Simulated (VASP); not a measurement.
# Ti3CN3 in VASP: relaxation of the atoms with PBE

Aim: the relaxation of the atoms of Ti3CN3 with PBE.

All numbers are computed with VASP 6.6.1; they aren't measurements. Logs are shortened: lines on timing, memory, paths and dates and some standing lists are left out, and cuts for length are marked.

### Step 1. The cell of the first run

The cell holds a slab with vacuum, 7 atoms: a = 3.003 Å, b = 3.003 Å, c = 21.554 Å, α = 90.00°, β = 90.00°, γ = 120.00°.

### Step 2. Relaxation of the atoms, PBE

INCAR reads:

```
SYSTEM = Ti3CN3
  PREC = Accurate
  ENCUT = 520
  EDIFF = 1E-6
  ISMEAR = 0
  SIGMA = 0.1
  LREAL = .FALSE.
  LASPH = .TRUE.
  NELM = 100
  ALGO = Fast
  ISIF = 2
  LWAVE = .FALSE.
  LCHARG = .FALSE.
  LDIPOL = .TRUE.
  IDIPOL = 3
  DIPOL = 0.5 0.5 0.356
  GGA = PE
  IBRION = 2
  NSW = 36
  EDIFFG = -0.025
```

KPOINTS reads:

```
regular mesh
0
G
  9 9 1
  0 0 0
```

POSCAR reads:

```
Ti3CN3
1.0
    3.0028555065      0.0000000000      0.0000000000
   -1.5014277533      2.6005491526      0.0000000000
    0.0000000000      0.0000000000     21.5541471875
N Ti C
3 3 1
Selective dynamics
Direct
    0.3333333333      0.6666666667      0.1855791354  F F F
    0.0000000000      0.0000000000      0.2993308526  F F F
    0.6666666667      0.3333333333      0.4147299349  F F F
    0.6666666667      0.3333333333      0.2424549940  F F F
    0.3333333333      0.6666666667      0.3575097833  F F F
    0.0000000000      0.0000000000      0.4664599856  F F F
    0.0000000000      0.5000000000      0.5286289960  F F T
```

Potentials or basis: VASP PAW PBE potentials, release 64 (N, Ti_sv, C).

The run is started by

```console
cat potpaw_PBE.64/N/POTCAR potpaw_PBE.64/Ti_sv/POTCAR potpaw_PBE.64/C/POTCAR > POTCAR
mpirun -np 1 vasp_std > vasp.out
```

OUTCAR:

```text
SYSTEM = Ti3CN3
   PREC = Accurate
   ENCUT = 520
   EDIFF = 1E-6
   ISMEAR = 0
   LREAL = .FALSE.
   LASPH = .TRUE.
   NELM = 100
   ISIF = 2
   GGA = PE
   IBRION = 2
   NSW = 36
   EDIFFG = -0.025

 ion  position               nearest neighbor table
   1  0.333  0.667  0.186-   4 2.12   4 2.12   4 2.12
   2  0.000  0.000  0.299-   4 2.12   4 2.12   4 2.12   5 2.14   5 2.14   5 2.14
   3  0.667  0.333  0.415-   6 2.06   6 2.06   6 2.06   5 2.13   5 2.13   5 2.13
   4  0.667  0.333  0.242-   1 2.12   2 2.12   1 2.12   2 2.12   2 2.12   1 2.12
   5  0.333  0.667  0.358-   3 2.13   3 2.13   3 2.13   2 2.14   2 2.14   2 2.14   6 2.92   6 2.92
                             6 2.92
   6  0.000  0.000  0.466-   7 2.01   7 2.01   3 2.06   3 2.06   3 2.06   5 2.92   5 2.92   5 2.92

   7  0.000  0.500  0.529-   6 2.01   6 2.01

  LATTYP: Found a hexagonal cell.
 ALAT       =     3.0028555065
 C/A-ratio  =     7.1778835648

  Lattice vectors:

 A1 = (   3.0028555065,   0.0000000000,   0.0000000000)
 A2 = (  -1.5014277533,   2.6005491526,   0.0000000000)
 A3 = (   0.0000000000,   0.0000000000,  21.5541471875)

Analysis of symmetry for initial positions (statically):
=====================================================================
 Subroutine PRICEL returns:
 Original cell was already a primitive cell.

 Routine SETGRP: Setting up the symmetry group for a
 hexagonal supercell.

 Subroutine GETGRP returns: Found  2 space group operations
 (whereof  2 operations were pure point group operations)
 out of a pool of 24 trial point group operations.

The static configuration has the point symmetry C_1h.

Analysis of symmetry for dynamics (positions and initial velocities):
=====================================================================
 Subroutine PRICEL returns:
 Original cell was already a primitive cell.

 Routine SETGRP: Setting up the symmetry group for a
 hexagonal supercell.

 Subroutine GETGRP returns: Found  2 space group operations
 (whereof  2 operations were pure point group operations)
 out of a pool of 24 trial point group operations.

The dynamic configuration has the point symmetry C_1h.

Analysis of constrained symmetry for selective dynamics:
=====================================================================
 Subroutine PRICEL returns:
 Original cell was already a primitive cell.

 Routine SETGRP: Setting up the symmetry group for a
 hexagonal supercell.

 Subroutine GETGRP returns: Found  2 space group operations
 (whereof  2 operations were pure point group operations)
 out of a pool of 24 trial point group operations.

The constrained configuration has the point symmetry C_1h.

 Subroutine INISYM returns: Found  2 space group operations
 (whereof  2 operations are pure point group operations),
 and found     1 'primitive' translations

----------------------------------------------------------------------------------------

                                     Primitive cell

  volume of cell :     168.3179

  direct lattice vectors                    reciprocal lattice vectors
     3.002855506  0.000000000  0.000000000     0.333016357  0.192267083  0.000000000
    -1.501427753  2.600549153  0.000000000     0.000000000  0.384534166  0.000000000
     0.000000000  0.000000000 21.554147187     0.000000000  0.000000000  0.046394784

  length of vectors
     3.002855506  3.002855507 21.554147187     0.384534166  0.384534166  0.046394784

  position of ions in fractional coordinates (direct lattice)
     0.333333333  0.666666667  0.185579135
     0.000000000  0.000000000  0.299330853
     0.666666667  0.333333333  0.414729935
     0.666666667  0.333333333  0.242454994
     0.333333333  0.666666667  0.357509783
     0.000000000  0.000000000  0.466459986
     0.000000000  0.500000000  0.528628996

  ion indices of the primitive-cell ions
   primitive index   ion index
                 1           1
                 2           2
                 3           3
                 4           4
                 5           5
                 6           6
                 7           7

----------------------------------------------------------------------------------------

 KPOINTS: regular mesh

Automatic generation of k-mesh.
 Grid dimensions read from file:
 generate k-points for:    9    9    1

 Generating k-lattice:

  Cartesian coordinates                     Fractional coordinates (reciprocal lattice)
     0.037001817  0.021363009  0.000000000     0.111111111  0.000000000  0.000000000
     0.000000000  0.042726018  0.000000000     0.000000000  0.111111111  0.000000000
     0.000000000  0.000000000  0.046394784     0.000000000  0.000000000  1.000000000

  Length of vectors
     0.042726018  0.042726018  0.046394784

  Shift w.r.t. Gamma in fractional coordinates (k-lattice)
     0.000000000  0.000000000  0.000000000

 Subroutine IBZKPT returns following result:
 ===========================================

 Found     25 irreducible k-points:

 Following reciprocal coordinates:
            Coordinates               Weight
  0.000000  0.000000  0.000000      1.000000
  0.111111  0.000000  0.000000      2.000000
  0.000000  0.111111  0.000000      4.000000
  0.222222  0.000000  0.000000      2.000000
  0.000000  0.222222  0.000000      4.000000
  0.333333  0.000000  0.000000      2.000000
[... 16 lines left out ...]
 -0.222222 -0.444444  0.000000      4.000000
  0.444444  0.333333  0.000000      4.000000
   k-points           NKPTS =     25   k-points in BZ     NKDIM =     25   number of bands    NBANDS=     33
   number of dos      NEDOS =    301   number of ions     NIONS =      7
   total plane-waves  NPLWV =  92160
   dimension x,y,z NGX =    24 NGY =   24 NGZ =  160
   dimension x,y,z NGXF=    48 NGYF=   48 NGZF=  320
   ions per type =               3   3   1
   NGX,Y,Z   is equivalent  to a cutoff of  13.29, 13.29, 12.34 a.u.
   NGXF,Y,Z  is equivalent  to a cutoff of  26.57, 26.57, 24.68 a.u.
 SYSTEM =  Ti3CN3
   PREC   = accura    normal or accurate (medium, high low for compatibility)
   ISTART =      0    job   : 0-new  1-cont  2-samecut
   ICHARG =      2    charge: 1-file 2-atom 10-const
   ISPIN  =      1    spin polarized calculation?
   LNONCOLLINEAR =      F non collinear calculations
   LSORBIT =      F    spin-orbit coupling
   LASPH  =      T    aspherical Exc in radial PAW
   ENCUT  =  520.0 eV  38.22 Ry    6.18 a.u.   5.58  5.58 40.08*2*pi/ulx,y,z
   NELM   =    100;   NELMIN=  2; NELMDL= -5     # of ELM steps
   EDIFF  = 0.1E-05   stopping-criterion for ELM
   LREAL  =      F    real-space projection
   EDIFFG = -.3E-01   stopping-criterion for IOM
   NSW    =     36    number of steps for IOM
   IBRION =      2    ionic relax: 0-MD 1-quasi-New 2-CG
   NFREE  =      1    steps in history (QN), initial steepest desc. (CG)
   ISIF   =      2    stress and relaxation
   ISYM   =      2    0-nonsym 1-usesym 2-fastsym
   POTIM  = 0.5000    time-step for ionic-motion
   TEBEG  =    0.0;   TEEND  =   0.0 temperature during run
   PSTRESS=    0.0 pullay stress
   NELECT =      55.0000    total number of electrons
   NUPDOWN=      -1.0000    fix difference up-down
   EMIN   =  10.00;   EMAX   =-10.00  energy-range for DOS
   EFERMI =   0.00;   METHOD = LEGACY
   ISMEAR =     0;   SIGMA  =   0.10  broadening in eV -4-tet -1-fermi 0-gaus
   EFERMI_NEDOS =   21; number of points for ismear=-14 and -15
   IALGO  =     68    algorithm
   IMIX   =      4    mixing-type and parameters
     AMIX     =   0.40;   BMIX     =  1.00
     AMIX_MAG =   1.60;   BMIX_MAG =  1.00
  volume/ion in A,a.u.               =      24.05       162.27
  Fermi-wavevector in a.u.,A,eV,Ry     =   1.127593  2.130841 17.299337  1.271465
  Thomas-Fermi vector in A             =   2.264279
   LORBIT       =      0    0 simple, 1 ext, 2 COOP (PROOUT), +10 PAW based schemes
   GGA     = PE    functional components
   LHFCALC =     F    Hartree Fock is set to
   AEXX    =    0.0000 exact exchange contribution
   IVDW    =     0    specifies the selected vdW correction
   LEPSILON=     F    determine dielectric tensor
   LRPA    =     F    only Hartree local field effects (RPA)
 conjugate gradient relaxation of ions
 non-spin polarized calculation
 RMM-DIIS sequential band-by-band and
 Gauss-broadening in eV      SIGMA  =   0.10
  energy-cutoff  :      520.00
  volume of cell :      168.32
 maximum number of plane-waves:      4581
   NGX = 11   NGY = 11   NGZ = 81

 dipolmoment           0.000000      0.000000      0.065156 electrons x Angstroem

--------------------------------------- Ionic step        1  -------------------------------------------

 number of electron      55.0000014 magnetization

 Free energy of the ion-electron system (eV)
  ---------------------------------------------------
  ext. energy  EPLUGINS =         0.00000000
  ---------------------------------------------------
  free energy    TOTEN  =       -60.76770567 eV

  energy without entropy =      -60.74157135  energy(sigma->0) =      -60.75463851

------------------------ aborting loop because EDIFF is reached ----------------------------------------

  FORCE on cell =-STRESS in cart. coord.  units (eV):
  Direction    XX          YY          ZZ          XY          YZ          ZX
  --------------------------------------------------------------------------------------
  -------------------------------------------------------------------------------------
  Total       -1.0270774      0.9732548     -2.2360551     -1.7323386      0.6803997      1.1784876
  in kB       -9.7765006      9.2641762    -21.2844654    -16.4897098      6.4765593     11.2177366
  external PRESSURE =      -7.2655966 kB  Pullay stress =       0.0000000 kB
[... 67 lines left out ...]
  energy  without entropy=      -60.7499093597  energy(sigma->0) =      -60.76277266

--------------------------------------- Ionic step        3  -------------------------------------------

 number of electron      55.0000014 magnetization

 dipolmoment           0.000000      0.000000     -0.073643 electrons x Angstroem

 Free energy of the ion-electron system (eV)
  ---------------------------------------------------
  ext. energy  EPLUGINS =         0.00000000
  ---------------------------------------------------
  free energy    TOTEN  =       -60.78068051 eV

  energy without entropy =      -60.75643831  energy(sigma->0) =      -60.76855941

 E-fermi :  -0.6887     XC(G=0):  -5.8304

 val. band max:       -0.7094917401   @ k =  -0.1111   0.2222   0.0000
 cond. band min:      -0.6883614956   @ k =  -0.2222  -0.4444   0.0000
 fundamental gap:      0.0211302445
 Fermi energy:        -0.6887249784

 k-point     1 :       0.0000    0.0000    0.0000
  band No.  band energies     occupation
      1     -58.4558      2.00000
      2     -57.2722      2.00000
      3     -57.1029      2.00000
      4     -34.8529      2.00000
      5     -34.5176      2.00000
      6     -34.4784      2.00000
[... 853 lines left out ...]
     32       1.7163      0.00000
     33       2.0836      0.00000

 [... further k-points ...]

------------------------ aborting loop because EDIFF is reached ----------------------------------------

 vacuum level on the upper side and lower side of the slab       (xc-potential included)        -1.047         0.647

  FORCE on cell =-STRESS in cart. coord.  units (eV):
  Direction    XX          YY          ZZ          XY          YZ          ZX
  --------------------------------------------------------------------------------------
  -------------------------------------------------------------------------------------
  Total       -0.5513756      1.8580126     -1.4533498     -2.0865914      0.7041859      1.2196868
  in kB       -5.2484102     17.6859701    -13.8340836    -19.8617559      6.7029743     11.6099019
  external PRESSURE =      -0.4655079 kB  Pullay stress =       0.0000000 kB

 VOLUME and BASIS-vectors are now :
 -----------------------------------------------------------------------------
  energy-cutoff  :      520.00
  volume of cell :      168.32
      direct lattice vectors                 reciprocal lattice vectors
     3.002855506  0.000000000  0.000000000     0.333016357  0.192267083  0.000000000
    -1.501427753  2.600549153  0.000000000     0.000000000  0.384534166  0.000000000
     0.000000000  0.000000000 21.554147187     0.000000000  0.000000000  0.046394784
[... 13 lines left out ...]
  FREE ENERGIE OF THE ION-ELECTRON SYSTEM (eV)
  ---------------------------------------------------
  free  energy   TOTEN  =       -60.7806805129 eV

  energy  without entropy=      -60.7564383130  energy(sigma->0) =      -60.76855941

 reached required accuracy - stopping structural energy minimisation

 vacuum level on the upper side and lower side of the slab         5.571         7.294
```

Wall time 27 min (1 thread of Oxide Virtual Turin-like, shared host); peak memory 0.34 GiB.

Results:

| Property | Result |
| --- | --- |
| Free energy | -60.7807 eV |
| Energy gained by relaxing | 1.9 meV/atom |
| Ionic steps | 3 |
| Band gap on the k mesh | zero (an odd number of electrons rules out a gap without spin polarisation) |

Step by step:
```
step  energy change (eV)  largest force on free atoms (eV/Å)  pressure (GPa)
   1              0.0000                              0.4468           -0.73
   2             -0.0079                              0.2862           -0.47
   3             -0.0130                              0.0074           -0.05
```

Final structure:
```cif
data_structure
_symmetry_space_group_name_H-M 'P 1'
_symmetry_Int_Tables_number 1
_cell_length_a 3.0029
_cell_length_b 3.0029
_cell_length_c 21.5541
_cell_angle_alpha 90.000
_cell_angle_beta 90.000
_cell_angle_gamma 120.000
_cell_volume 168.32
loop_
_atom_site_label
_atom_site_type_symbol
_atom_site_fract_x
_atom_site_fract_y
_atom_site_fract_z
_atom_site_occupancy
N1 N 0.33333 0.66667 0.18558 1
N2 N 0.00000 0.00000 0.29933 1
N3 N 0.66667 0.33333 0.41473 1
Ti1 Ti 0.66667 0.33333 0.24246 1
Ti2 Ti 0.33333 0.66667 0.35751 1
Ti3 Ti 0.00000 0.00000 0.46646 1
C1 C 0.00000 0.50000 0.52607 1
```

Levels at points of the mesh, in eV from the Fermi level:
```tsv
k point	band 23	band 24	band 25	band 26	band 27	band 28	band 29	band 30	band 31	band 32
(0.00, 0.00, 0.00)	-1.47	-0.67	-0.62	-0.29	-0.07	0.28	0.58	0.71	1.52	1.80
```
